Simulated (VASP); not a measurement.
# Hf (Fm-3m) in VASP: notebook, part 2 of 2

VASP 6.6.1. The steps go on from the part before.

**3. Single point, PBE**

INCAR

```
PREC = Accurate
ENCUT = 520
EDIFF = 1E-6
ISMEAR = -1
SIGMA = 0.08
LREAL = False
LASPH = True
NELM = 100
ALGO = Normal
ISIF = 2
LWAVE = False
LCHARG = False
GGA = PE
NBANDS = 11
```

KPOINTS

```
regular mesh
0
Gamma
  16 16 16
```

POSCAR

```
Hf
1.0
    0.0000000000      2.0920874482      2.0920874482
    2.0920874482      0.0000000000      2.0920874482
    2.0920874482      2.0920874482      0.0000000000
Hf
1
Direct
    0.0000000000      0.0000000000      0.0000000000
```

Potentials or basis: VASP PAW PBE potentials, release 64 (Hf_pv).

The run is started by

```bash
cat potpaw_PBE.64/Hf_pv/POTCAR > POTCAR
mpirun -np 1 vasp_std > vasp.out
```

OUTCAR:

```text
PREC = Accurate
   ENCUT = 520
   EDIFF = 1E-6
   ISMEAR = -1
   LREAL = False
   LASPH = True
   NELM = 100
   ISIF = 2
   GGA = PE

 ion  position               nearest neighbor table
   1  0.000  0.000  0.000-

  LATTYP: Found a face centered cubic cell.
 ALAT       =     4.1841748964

  Lattice vectors:

 A1 = (   0.0000000000,   2.0920874482,   2.0920874482)
 A2 = (   2.0920874482,   0.0000000000,   2.0920874482)
 A3 = (   2.0920874482,   2.0920874482,   0.0000000000)

Analysis of symmetry for initial positions (statically):
=====================================================================
 Subroutine PRICEL returns:
 Original cell was already a primitive cell.

 Routine SETGRP: Setting up the symmetry group for a
 face centered cubic supercell.

 Subroutine GETGRP returns: Found 48 space group operations
[... 9 lines left out ...]

 Routine SETGRP: Setting up the symmetry group for a
 face centered cubic supercell.

 Subroutine GETGRP returns: Found 48 space group operations
[... 11 lines left out ...]
                                     Primitive cell

  volume of cell :      18.3134

  direct lattice vectors                    reciprocal lattice vectors
     0.000000000  2.092087448  2.092087448    -0.238995746  0.238995746  0.238995746
     2.092087448  0.000000000  2.092087448     0.238995746 -0.238995746  0.238995746
     2.092087448  2.092087448  0.000000000     0.238995746  0.238995746 -0.238995746

  length of vectors
     2.958658443  2.958658443  2.958658443     0.413952775  0.413952775  0.413952775

  position of ions in fractional coordinates (direct lattice)
     0.000000000  0.000000000  0.000000000

  ion indices of the primitive-cell ions
   primitive index   ion index
                 1           1

----------------------------------------------------------------------------------------

 KPOINTS: regular mesh

Automatic generation of k-mesh.
 Grid dimensions read from file:
 generate k-points for:   16   16   16

 Generating k-lattice:

  Cartesian coordinates                     Fractional coordinates (reciprocal lattice)
    -0.014937234  0.014937234  0.014937234     0.062500000  0.000000000  0.000000000
     0.014937234 -0.014937234  0.014937234     0.000000000  0.062500000  0.000000000
     0.014937234  0.014937234 -0.014937234     0.000000000  0.000000000  0.062500000

  Length of vectors
     0.025872048  0.025872048  0.025872048

  Shift w.r.t. Gamma in fractional coordinates (k-lattice)
     0.000000000  0.000000000  0.000000000

 Subroutine IBZKPT returns following result:
 ===========================================

 Found    145 irreducible k-points:

 Following reciprocal coordinates:
            Coordinates               Weight
  0.000000  0.000000  0.000000      1.000000
  0.062500  0.000000  0.000000      8.000000
  0.125000  0.000000  0.000000      8.000000
  0.187500  0.000000  0.000000      8.000000
  0.250000  0.000000  0.000000      8.000000
  0.312500  0.000000  0.000000      8.000000
[... 16 lines left out ...]
 -0.125000  0.062500  0.000000     24.000000
 -0.062500  0.062500  0.000000     12.000000
 [... further k-points ...]
   k-points           NKPTS =    145   k-points in BZ     NKDIM =    145   number of bands    NBANDS=     11
   number of dos      NEDOS =    301   number of ions     NIONS =      1
   total plane-waves  NPLWV =  13824
   dimension x,y,z NGX =    24 NGY =   24 NGZ =   24
   dimension x,y,z NGXF=    48 NGYF=   48 NGZF=   48
   ions per type =               1
   NGX,Y,Z   is equivalent  to a cutoff of  13.49, 13.49, 13.49 a.u.
   NGXF,Y,Z  is equivalent  to a cutoff of  26.97, 26.97, 26.97 a.u.
 SYSTEM =  unknown system
   PREC   = accura    normal or accurate (medium, high low for compatibility)
   ISTART =      0    job   : 0-new  1-cont  2-samecut
   ICHARG =      2    charge: 1-file 2-atom 10-const
   ISPIN  =      1    spin polarized calculation?
   LNONCOLLINEAR =      F non collinear calculations
   LSORBIT =      F    spin-orbit coupling
   LASPH  =      T    aspherical Exc in radial PAW
   ENCUT  =  520.0 eV  38.22 Ry    6.18 a.u.   5.50  5.50  5.50*2*pi/ulx,y,z
   NELM   =    100;   NELMIN=  2; NELMDL= -5     # of ELM steps
   EDIFF  = 0.1E-05   stopping-criterion for ELM
   LREAL  =      F    real-space projection
   EDIFFG = 0.1E-04   stopping-criterion for IOM
   NSW    =      0    number of steps for IOM
   IBRION =     -1    ionic relax: 0-MD 1-quasi-New 2-CG
   NFREE  =      0    steps in history (QN), initial steepest desc. (CG)
   ISIF   =      2    stress and relaxation
   ISYM   =      2    0-nonsym 1-usesym 2-fastsym
   POTIM  = 0.5000    time-step for ionic-motion
   TEBEG  =    0.0;   TEEND  =   0.0 temperature during run
   PSTRESS=    0.0 pullay stress
   NELECT =      10.0000    total number of electrons
   NUPDOWN=      -1.0000    fix difference up-down
   EMIN   =  10.00;   EMAX   =-10.00  energy-range for DOS
   EFERMI =   0.00;   METHOD = LEGACY
   ISMEAR =    -1;   SIGMA  =   0.08  broadening in eV -4-tet -1-fermi 0-gaus
   EFERMI_NEDOS =   21; number of points for ismear=-14 and -15
   IALGO  =     38    algorithm
   IMIX   =      4    mixing-type and parameters
     AMIX     =   0.40;   BMIX     =  1.00
     AMIX_MAG =   1.60;   BMIX_MAG =  1.00
  volume/ion in A,a.u.               =      18.31       123.59
  Fermi-wavevector in a.u.,A,eV,Ry     =   1.338089  2.528622 24.360989  1.790482
  Thomas-Fermi vector in A             =   2.466587
   LORBIT       =      0    0 simple, 1 ext, 2 COOP (PROOUT), +10 PAW based schemes
   GGA     = PE    functional components
   LHFCALC =     F    Hartree Fock is set to
   AEXX    =    0.0000 exact exchange contribution
   IVDW    =     0    specifies the selected vdW correction
   LEPSILON=     F    determine dielectric tensor
   LRPA    =     F    only Hartree local field effects (RPA)
 non-spin polarized calculation
  energy-cutoff  :      520.00
  volume of cell :       18.31
 maximum number of plane-waves:       531
 NGX is ok and might be reduce to    24
   NGX = 11   NGY = 11   NGZ = 11

 number of electron      10.0000001 magnetization

 Free energy of the ion-electron system (eV)
  ---------------------------------------------------
  ext. energy  EPLUGINS =         0.00000000
  ---------------------------------------------------
  free energy    TOTEN  =        -9.53791994 eV

  energy without entropy =       -9.51309833  energy(sigma->0) =       -9.52550913

 E-fermi :   6.2555     XC(G=0): -12.2313

 val. band max:        6.2451679348   @ k =   0.1875   0.1250   0.0000
 cond. band min:       6.2713274166   @ k =   0.2500   0.0000   0.0000
 fundamental gap:      0.0261594818
 Fermi energy:         6.2554982921

 k-point     1 :       0.0000    0.0000    0.0000
  band No.  band energies     occupation
      1     -23.0475      2.00000
      2     -23.0475      2.00000
      3     -23.0475      2.00000
      4      -1.6125      2.00000
      5       7.6764      0.00000
      6       7.6764      0.00000
      7       7.6764      0.00000
      8      11.2626      0.00000
      9      11.2626      0.00000
     10      18.2267      0.00000
     11      19.9542      0.00000

 k-point     2 :       0.0625    0.0000    0.0000
  band No.  band energies     occupation
      1     -23.1136      2.00000
      2     -23.0553      2.00000
      3     -23.0553      2.00000
      4      -1.4362      2.00000
      5       7.4970      0.00000
      6       7.7605      0.00000
      7       7.7605      0.00000
      8      11.1569      0.00000
      9      11.1569      0.00000
     10      18.6181      0.00000
     11      19.9539      0.00000

 k-point     3 :       0.1250    0.0000    0.0000
  band No.  band energies     occupation
      1     -23.2984      2.00000
      2     -23.0773      2.00000
      3     -23.0773      2.00000
      4      -0.9342      2.00000
      5       7.0604      0.00009
      6       7.9692      0.00000
      7       7.9692      0.00000
      8      10.9357      0.00000
      9      10.9357      0.00000
     10      19.5586      0.00000
     11      19.9526      0.00000
[... 267 lines left out ...]
 k-point    23 :      -0.1250    0.0625    0.0000
  band No.  band energies     occupation
      1     -23.4065      2.00000
      2     -23.1363      2.00000
      3     -23.0749      2.00000
      4      -0.5627      2.00000
      5       6.7599      0.00365
      6       8.0925      0.00000
      7       8.1368      0.00000
      8      10.3904      0.00000
      9      11.2613      0.00000
     10      19.9473      0.00000
     11      20.1551      0.00000

 k-point    24 :      -0.0625    0.0625    0.0000
  band No.  band energies     occupation
      1     -23.2058      2.00000
      2     -23.0916      2.00000
      3     -23.0573      2.00000
      4      -1.1506      2.00000
      5       7.2140      0.00001
      6       7.8835      0.00000
      7       7.9180      0.00000
      8      10.7851      0.00000
      9      11.2322      0.00000
     10      19.2236      0.00000
     11      19.9531      0.00000

 [... further k-points ...]
[... 5 lines left out ...]
  --------------------------------------------------------------------------------------
  -------------------------------------------------------------------------------------
  Total        3.3681115      3.3681115      3.3681115      0.0000000     -0.0000000     -0.0000000
  in kB      294.6643138    294.6643138    294.6643138      0.0000000     -0.0000000     -0.0000000
  external PRESSURE =     294.6643138 kB  Pullay stress =       0.0000000 kB

 VOLUME and BASIS-vectors are now :
 -----------------------------------------------------------------------------
  energy-cutoff  :      520.00
  volume of cell :       18.31
      direct lattice vectors                 reciprocal lattice vectors
     0.000000000  2.092087448  2.092087448    -0.238995746  0.238995746  0.238995746
     2.092087448  0.000000000  2.092087448     0.238995746 -0.238995746  0.238995746
     2.092087448  2.092087448  0.000000000     0.238995746  0.238995746 -0.238995746

 POSITION                                       TOTAL-FORCE (eV/Angst)
 -----------------------------------------------------------------------------------
      0.00000      0.00000      0.00000         0.000000      0.000000      0.000000
 -----------------------------------------------------------------------------------
    total drift:                               -0.000000      0.000000      0.000000

  FREE ENERGIE OF THE ION-ELECTRON SYSTEM (eV)
  ---------------------------------------------------
  free  energy   TOTEN  =        -9.5379199401 eV

  energy  without entropy=       -9.5130983273  energy(sigma->0) =       -9.52550913
```

stdout:

```text
POSCAR found type information on POSCAR Hf
 POSCAR found :  1 types and       1 ions
 scaLAPACK will be used
 LDA part: xc-table for (Slater+PW92), standard interpolation
 POSCAR, INCAR and KPOINTS ok, starting setup
 FFT: planning ... GRIDC
 FFT: planning ... GRID_SOFT
 FFT: planning ... GRID
 WAVECAR not read
 entering main loop
```

Run time: 40 s. Hardware: 1 thread of AMD EPYC 7R43 (Zen 3), shared host; peak memory 0.12 GiB.

Results:

| Quantity | Value |
| --- | --- |
| Free energy | -9.5379 eV |
| Pressure | 29.5 GPa |
| Band gap on the k mesh | zero (band 5 reaches 7.68 eV, above the bottom of band 6 at 5.74 eV) |

Levels at points of the mesh, in eV from the Fermi level:
| k point | band 2 | band 3 | band 4 | band 5 | band 6 | band 7 | band 8 | band 9 |
| --- | --- | --- | --- | --- | --- | --- | --- | --- |
| (0.00, 0.00, 0.00) | -29.30 | -29.30 | -7.87 | 1.42 | 1.42 | 1.42 | 5.01 | 5.01 |
| (0.50, 0.00, 0.00) | -29.50 | -29.50 | -4.29 | 1.11 | 1.11 | 1.43 | 7.78 | 7.78 |
| (0.50, 0.50, 0.00) | -29.85 | -29.85 | -4.23 | -2.99 | 3.84 | 7.81 | 8.62 | 8.62 |

Caveat: spin-orbit coupling is left out, which moves the levels of the heavy elements.
